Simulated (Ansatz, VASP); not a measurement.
# One calculation of MoS2, two programs

```
Mo S
1.0
     3.18194    0.00000    0.00000
    -1.59097    2.75564    0.00000
     0.00000    0.00000   12.37643
Mo S
2 4
Direct
  0.33333 0.66667 0.25000
  0.66667 0.33333 0.75000
  0.33333 0.66667 0.62750
  0.66667 0.33333 0.12750
  0.33333 0.66667 0.87250
  0.66667 0.33333 0.37250
```

Change from the starting cell: volume scaled by 1.02.

Alike in both runs: task single point; functional LDA; k mesh 10 × 10 × 3; occupations fermi-dirac, width 0.03 eV; no spin polarisation.

```csv
,VASP,Ansatz
version,VASP 6.6.1,Ansatz 0.2.0
potentials or method,"VASP PAW LDA potentials, release 64 (Mo_sv, S), cutoff 520 eV","all-electron LAPW, scalar-relativistic"
```

|  | VASP | Ansatz | Ansatz less VASP |
| --- | --- | --- | --- |
| pressure (GPa) | -1.9 | -2.0 | -0.04 |
| traceless stress, the component that is largest in VASP (GPa) | 4.27 | 4.30 | +0.034 |
| rms of the force components (eV/Å) | 0.192 | 0.187 | -0.0050 |

LDA's correlation is that of Perdew and Zunger in VASP and of Perdew and Wang (1992) in Ansatz. Atom by atom the forces differ by 0.005 eV/Å (rms over components). Ansatz ran all-electron here, and VASP with PAW potentials.
